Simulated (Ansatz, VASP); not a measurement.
**PbS: VASP beside Ansatz**

File INCAR:

```
SYSTEM = PbS
PREC = Accurate
ENCUT = 520
EDIFF = 1E-7
ISMEAR = -1
SIGMA = 0.05
LREAL = .False.
LASPH = .True.
NELM = 150
ALGO = Normal
ISIF = 2
LWAVE = .False.
LCHARG = .False.
MAGMOM = 0 0 0 0 0 0 0 0 0 0 0 0
LORBIT = 11
LSORBIT = .True.
GGA_COMPAT = .False.
LORBMOM = .True.
GGA = CA
NBANDS = 54
KPAR = 4
```

KPOINTS

```
regular mesh
0
Gamma
  7 7 6
  0 0 0
```

The input POSCAR:

```
PbS
1.0
    2.0518417802     -5.9103234677      0.0000000000
    2.0518417802      5.9103234677      0.0000000000
    0.0000000000      0.0000000000      4.2214851889
Pb S
2 2
Direct
    0.1305633500      0.8694366500      0.2500000000
    0.8694366500      0.1305633500      0.7500000000
    0.3547970900      0.6452029100      0.2500000000
    0.6452029100      0.3547970900      0.7500000000
```

Contents of input.yaml:

```yaml
crystal:
  lattice:
    - [2.0518417802, -5.9103234677, 0.0]
    - [2.0518417802, 5.9103234677, 0.0]
    - [0.0, 0.0, 4.2214851889]
  atoms:
    - { symbol: Pb, position: [0.13056335, 0.86943665, 0.25] }
    - { symbol: Pb, position: [0.86943665, 0.13056335, 0.75] }
    - { symbol: S, position: [0.35479709, 0.64520291, 0.25] }
    - { symbol: S, position: [0.64520291, 0.35479709, 0.75] }
hamiltonian:
  xc: lda
  pseudopotentials: { kind: paw_fr }
magnetization:
  noncollinear: true
  spin_orbit: true
kpoints:
  mp_grid: { grid: [7, 7, 6] }
scf:
  occupations: { method: fermi_dirac, width: 0.05 }
output:
  forces: true
  stress: true
  eigenvalues: true
  write_density: true
  write_potential: true
  elf: true
  volumetric_format: npy
```

Alike in both runs: task single point; functional LDA; k mesh 7 × 7 × 6; occupations fermi-dirac, width 0.05 eV; non-collinear spin, spin-orbit coupling.

```csv
,VASP,Ansatz
version,VASP 6.6.1,Ansatz 0.2.0
potentials or method,"VASP PAW LDA potentials, release 64 (Pb_d, S)",Ansatz PAW
plane-wave cutoff (eV),520,420
valence electrons in the cell,40,40
```

```tsv
	VASP	Ansatz	Ansatz less VASP
pressure (GPa)	-1.5	-1.7	-0.13
traceless stress, the component that is largest in VASP (GPa)	-0.25	-0.23	+0.018
rms of the force components (eV/Å)	0.050	0.033	-0.0169
```

LDA's correlation is that of Perdew and Zunger in VASP and of Perdew and Wang (1992) in Ansatz. Atom by atom the forces differ by 0.018 eV/Å (rms over components).

Noted on Ansatz's run: odd divisions of the mesh miss points on the zone boundary, where band edges often lie, so the gap on the mesh can be too wide.
